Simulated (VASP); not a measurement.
# Sr (Fm-3m) in VASP: notebook

Sr is run at these levels: r2SCAN; tasks: single point, relaxation of volume and atoms at fixed shape.

Everything below comes from runs of VASP 6.6.1. Logs are shortened: lines on timing, memory, paths and dates and some standing lists are left out, and cuts for length are marked.

### 1 The cell of the first run

It takes space group Fm-3m (No. 225, cubic). The conventional cell has a = 6.085 Å, b = 6.085 Å, c = 6.085 Å, α = 90.00°, β = 90.00°, γ = 90.00°. Sr (site symmetry m-3m) has 12 Sr at 4.30 Å within 5.6 Å.

### 2 Single point, r2SCAN

POSCAR

```
Sr
1.0
    0.0000000000      3.0423500000      3.0423500000
    3.0423500000      0.0000000000      3.0423500000
    3.0423500000      3.0423500000      0.0000000000
Sr
1
Direct
    0.0000000000      0.0000000000      0.0000000000
```

INCAR.step1

```
SYSTEM = Sr
PREC = Accurate
ENCUT = 520
ISMEAR = 0
SIGMA = 0.1
LREAL = .False.
LASPH = .True.
NELM = 80
NBANDS = 11
GGA = PE
ALGO = Normal
EDIFF = 1E-4
LWAVE = .True.
LCHARG = .False.
```

INCAR.step2

```
SYSTEM = Sr
PREC = Accurate
ENCUT = 520
EDIFF = 1E-6
ISMEAR = 0
SIGMA = 0.1
LREAL = .False.
LASPH = .True.
NELM = 80
ALGO = Normal
ISIF = 2
LWAVE = .False.
LCHARG = .False.
METAGGA = R2SCAN
LMIXTAU = .True.
NBANDS = 11
ISTART = 1
```

KPOINTS

```
Automatic mesh
0
Gamma
  6 6 6
  0 0 0
```

Potentials or basis: VASP PAW PBE potentials, release 64 (Sr_sv).

The run is started by

```bash
cat potpaw_PBE.64/Sr_sv/POTCAR > POTCAR
cp INCAR.step1 INCAR
mpirun -np 1 vasp_std > vasp.out
cp INCAR.step2 INCAR
mpirun -np 1 vasp_std > vasp.out
```

OUTCAR:

```text
SYSTEM = Sr
   PREC = Accurate
   ENCUT = 520
   EDIFF = 1E-6
   ISMEAR = 0
   LREAL = .False.
   LASPH = .True.
   NELM = 80
   ISIF = 2
   METAGGA = R2SCAN
   ISTART = 1

 ion  position               nearest neighbor table
   1  0.000  0.000  0.000-

  LATTYP: Found a face centered cubic cell.
 ALAT       =     6.0847000000

  Lattice vectors:

 A1 = (   0.0000000000,   3.0423500000,   3.0423500000)
 A2 = (   3.0423500000,   0.0000000000,   3.0423500000)
 A3 = (   3.0423500000,   3.0423500000,   0.0000000000)

Analysis of symmetry for initial positions (statically):
=====================================================================
 Subroutine PRICEL returns:
 Original cell was already a primitive cell.

 Routine SETGRP: Setting up the symmetry group for a
 face centered cubic supercell.

 Subroutine GETGRP returns: Found 48 space group operations
 (whereof 48 operations were pure point group operations)
 out of a pool of 48 trial point group operations.

The static configuration has the point symmetry O_h .

Analysis of symmetry for dynamics (positions and initial velocities):
=====================================================================
 Subroutine PRICEL returns:
 Original cell was already a primitive cell.

 Routine SETGRP: Setting up the symmetry group for a
 face centered cubic supercell.

 Subroutine GETGRP returns: Found 48 space group operations
 (whereof 48 operations were pure point group operations)
 out of a pool of 48 trial point group operations.

The dynamic configuration has the point symmetry O_h .

 Subroutine INISYM returns: Found 48 space group operations
 (whereof 48 operations are pure point group operations),
 and found     1 'primitive' translations

----------------------------------------------------------------------------------------

                                     Primitive cell

  volume of cell :      56.3193

  direct lattice vectors                    reciprocal lattice vectors
     0.000000000  3.042350000  3.042350000    -0.164346640  0.164346640  0.164346640
     3.042350000  0.000000000  3.042350000     0.164346640 -0.164346640  0.164346640
     3.042350000  3.042350000  0.000000000     0.164346640  0.164346640 -0.164346640

  length of vectors
     4.302532631  4.302532631  4.302532631     0.284656730  0.284656730  0.284656730

  position of ions in fractional coordinates (direct lattice)
     0.000000000  0.000000000  0.000000000

  ion indices of the primitive-cell ions
   primitive index   ion index
                 1           1

----------------------------------------------------------------------------------------

 KPOINTS: Automatic mesh

Automatic generation of k-mesh.
 Grid dimensions read from file:
 generate k-points for:    6    6    6

 Generating k-lattice:

  Cartesian coordinates                     Fractional coordinates (reciprocal lattice)
    -0.027391107  0.027391107  0.027391107     0.166666667  0.000000000  0.000000000
     0.027391107 -0.027391107  0.027391107     0.000000000  0.166666667  0.000000000
     0.027391107  0.027391107 -0.027391107     0.000000000  0.000000000  0.166666667

  Length of vectors
     0.047442788  0.047442788  0.047442788

  Shift w.r.t. Gamma in fractional coordinates (k-lattice)
     0.000000000  0.000000000  0.000000000

 Subroutine IBZKPT returns following result:
 ===========================================

 Found     16 irreducible k-points:

 Following reciprocal coordinates:
            Coordinates               Weight
  0.000000  0.000000  0.000000      1.000000
  0.166667  0.000000  0.000000      8.000000
  0.333333  0.000000  0.000000      8.000000
  0.500000  0.000000  0.000000      4.000000
  0.166667  0.166667  0.000000      6.000000
  0.333333  0.166667  0.000000     24.000000
[... 8 lines left out ...]
 -0.333333  0.333333  0.166667     24.000000
 -0.333333  0.500000  0.166667     12.000000
   k-points           NKPTS =     16   k-points in BZ     NKDIM =     16   number of bands    NBANDS=     11
   number of dos      NEDOS =    301   number of ions     NIONS =      1
   total plane-waves  NPLWV =  32768
   dimension x,y,z NGX =    32 NGY =   32 NGZ =   32
   dimension x,y,z NGXF=    64 NGYF=   64 NGZF=   64
   ions per type =               1
   NGX,Y,Z   is equivalent  to a cutoff of  12.36, 12.36, 12.36 a.u.
   NGXF,Y,Z  is equivalent  to a cutoff of  24.73, 24.73, 24.73 a.u.
 SYSTEM =  Sr
   PREC   = accura    normal or accurate (medium, high low for compatibility)
   ISTART =      1    job   : 0-new  1-cont  2-samecut
   ICHARG =      0    charge: 1-file 2-atom 10-const
   ISPIN  =      1    spin polarized calculation?
   LNONCOLLINEAR =      F non collinear calculations
   LSORBIT =      F    spin-orbit coupling
   LASPH  =      T    aspherical Exc in radial PAW
   ENCUT  =  520.0 eV  38.22 Ry    6.18 a.u.   8.00  8.00  8.00*2*pi/ulx,y,z
   NELM   =     80;   NELMIN=  2; NELMDL=  0     # of ELM steps
   EDIFF  = 0.1E-05   stopping-criterion for ELM
   LREAL  =      F    real-space projection
   EDIFFG = 0.1E-04   stopping-criterion for IOM
   NSW    =      0    number of steps for IOM
   IBRION =     -1    ionic relax: 0-MD 1-quasi-New 2-CG
   NFREE  =      0    steps in history (QN), initial steepest desc. (CG)
   ISIF   =      2    stress and relaxation
   ISYM   =      2    0-nonsym 1-usesym 2-fastsym
   POTIM  = 0.5000    time-step for ionic-motion
   TEBEG  =    0.0;   TEEND  =   0.0 temperature during run
   PSTRESS=    0.0 pullay stress
   NELECT =      10.0000    total number of electrons
   NUPDOWN=      -1.0000    fix difference up-down
   EMIN   =  10.00;   EMAX   =-10.00  energy-range for DOS
   EFERMI =   0.00;   METHOD = LEGACY
   ISMEAR =     0;   SIGMA  =   0.10  broadening in eV -4-tet -1-fermi 0-gaus
   EFERMI_NEDOS =   21; number of points for ismear=-14 and -15
   IALGO  =     38    algorithm
   IMIX   =      4    mixing-type and parameters
     AMIX     =   0.40;   BMIX     =  1.00
     AMIX_MAG =   1.60;   BMIX_MAG =  1.00
  volume/ion in A,a.u.               =      56.32       380.06
  Fermi-wavevector in a.u.,A,eV,Ry     =   0.920144  1.738819 11.519569  0.846664
  Thomas-Fermi vector in A             =   2.045416
   LORBIT       =      0    0 simple, 1 ext, 2 COOP (PROOUT), +10 PAW based schemes
   METAGGA = R2SCAN    functional components
   LHFCALC =     F    Hartree Fock is set to
   AEXX    =    0.0000 exact exchange contribution
   IVDW    =     0    specifies the selected vdW correction
   LEPSILON=     F    determine dielectric tensor
   LRPA    =     F    only Hartree local field effects (RPA)
 non-spin polarized calculation
 Gauss-broadening in eV      SIGMA  =   0.10
  energy-cutoff  :      520.00
  volume of cell :       56.32
 maximum number of plane-waves:      1527
   NGX = 15   NGY = 15   NGZ = 15

 number of electron      10.0000000 magnetization

 Free energy of the ion-electron system (eV)
  ---------------------------------------------------
  ext. energy  EPLUGINS =         0.00000000
  ---------------------------------------------------
  free energy    TOTEN  =       -15.07971160 eV

  energy without entropy =      -15.06647282  energy(sigma->0) =      -15.07309221

 E-fermi :   1.5440     XC(G=0):  -7.7113

 val. band max:        1.5270527546   @ k =  -0.3333   0.3333   0.1667
 cond. band min:       1.5904515902   @ k =  -0.3333   0.3333   0.1667
 fundamental gap:      0.0633988356
 Fermi energy:         1.5440445316

 k-point     1 :       0.0000    0.0000    0.0000
  band No.  band energies     occupation
      1     -36.5459      2.00000
      2     -17.8089      2.00000
      3     -17.8089      2.00000
      4     -17.8089      2.00000
      5      -2.2672      2.00000
      6       4.2010      0.00000
      7       4.2010      0.00000
      8       4.2010      0.00000
      9       5.7041      0.00000
     10       5.7041      0.00000
     11       8.9660      0.00000

 k-point     2 :       0.1667    0.0000    0.0000
  band No.  band energies     occupation
      1     -36.5425      2.00000
      2     -17.8569      2.00000
      3     -17.8153      2.00000
      4     -17.8153      2.00000
      5      -1.8168      2.00000
      6       3.5314      0.00000
      7       4.3561      0.00000
      8       4.3561      0.00000
      9       5.5184      0.00000
     10       5.5184      0.00000
     11       9.4806      0.00000

 k-point     3 :       0.3333    0.0000    0.0000
  band No.  band energies     occupation
      1     -36.5358      2.00000
      2     -17.9507      2.00000
      3     -17.8279      2.00000
      4     -17.8279      2.00000
      5      -0.6338      2.00000
      6       2.3907      0.00000
      7       4.1919      0.00000
      8       4.1920      0.00000
      9       6.0537      0.00000
     10       6.0537      0.00000
     11       8.1296      0.00000

 k-point     4 :       0.5000    0.0000    0.0000
  band No.  band energies     occupation
      1     -36.5324      2.00000
      2     -17.9967      2.00000
      3     -17.8342      2.00000
      4     -17.8342      2.00000
      5       0.4750      2.00000
      6       1.4670      1.72414
      7       4.0027      0.00000
      8       4.0027      0.00000
      9       6.7628      0.00000
     10       6.7628      0.00000
     11       7.6552      0.00000
[... 127 lines left out ...]
 k-point    14 :       0.5000    0.3333    0.1667
  band No.  band energies     occupation
      1     -36.5313      2.00000
      2     -17.9487      2.00000
      3     -17.8846      2.00000
      4     -17.8504      2.00000
      5       0.3115      2.00000
      6       2.3671      0.00000
      7       2.8522      0.00000
      8       4.8113      0.00000
      9       5.6801      0.00000
     10       7.0412      0.00000
     11       7.8987      0.00000

 k-point    15 :      -0.3333    0.3333    0.1667
  band No.  band energies     occupation
      1     -36.5290      2.00000
      2     -17.9542      2.00000
      3     -17.9073      2.00000
      4     -17.8610      2.00000
      5       1.5271      1.18990
      6       1.5905      0.51163
      7       2.6494      0.00000
      8       4.5156      0.00000
      9       6.1801      0.00000
     10       7.1687      0.00000
     11       7.2219      0.00000

 k-point    16 :      -0.3333    0.5000    0.1667
  band No.  band energies     occupation
      1     -36.5279      2.00000
      2     -17.9584      2.00000
      3     -17.9041      2.00000
      4     -17.8781      2.00000
      5       1.4155      1.93083
      6       2.1122      0.00000
      7       2.3494      0.00000
      8       4.6053      0.00000
      9       7.0759      0.00000
     10       7.2973      0.00000
     11       7.3258      0.00000

------------------------ aborting loop because EDIFF is reached ----------------------------------------

  FORCE on cell =-STRESS in cart. coord.  units (eV):
  Direction    XX          YY          ZZ          XY          YZ          ZX
  --------------------------------------------------------------------------------------
  -------------------------------------------------------------------------------------
  Total        0.0221137      0.0221137      0.0221137     -0.0000000      0.0000000     -0.0000000
  in kB        0.6290919      0.6290919      0.6290919     -0.0000000      0.0000000     -0.0000000
  external PRESSURE =       0.6290919 kB  Pullay stress =       0.0000000 kB

 VOLUME and BASIS-vectors are now :
 -----------------------------------------------------------------------------
  energy-cutoff  :      520.00
  volume of cell :       56.32
      direct lattice vectors                 reciprocal lattice vectors
     0.000000000  3.042350000  3.042350000    -0.164346640  0.164346640  0.164346640
     3.042350000  0.000000000  3.042350000     0.164346640 -0.164346640  0.164346640
     3.042350000  3.042350000  0.000000000     0.164346640  0.164346640 -0.164346640

 POSITION                                       TOTAL-FORCE (eV/Angst)
 -----------------------------------------------------------------------------------
      0.00000      0.00000      0.00000         0.000000      0.000000      0.000000
 -----------------------------------------------------------------------------------
    total drift:                                0.000000      0.000000      0.000000

  FREE ENERGIE OF THE ION-ELECTRON SYSTEM (eV)
  ---------------------------------------------------
  free  energy   TOTEN  =       -15.0797116044 eV

  energy  without entropy=      -15.0664728207  energy(sigma->0) =      -15.07309221
```

Run time: 22 s. Hardware: 1 thread of Intel Xeon Platinum 8488C (Sapphire Rapids), shared host; peak memory 0.18 GiB.

What came out:

| Property | Result |
| --- | --- |
| Free energy | -15.0797 eV |
| Pressure | 0.1 GPa |
| Band gap on the k mesh | zero (band 5 reaches 1.53 eV, above the bottom of band 6 at 1.47 eV) |

Caveat: the PAW data sets were made with another functional, which shifts forces and pressure a little.

(Continued in part 2 of 2.)
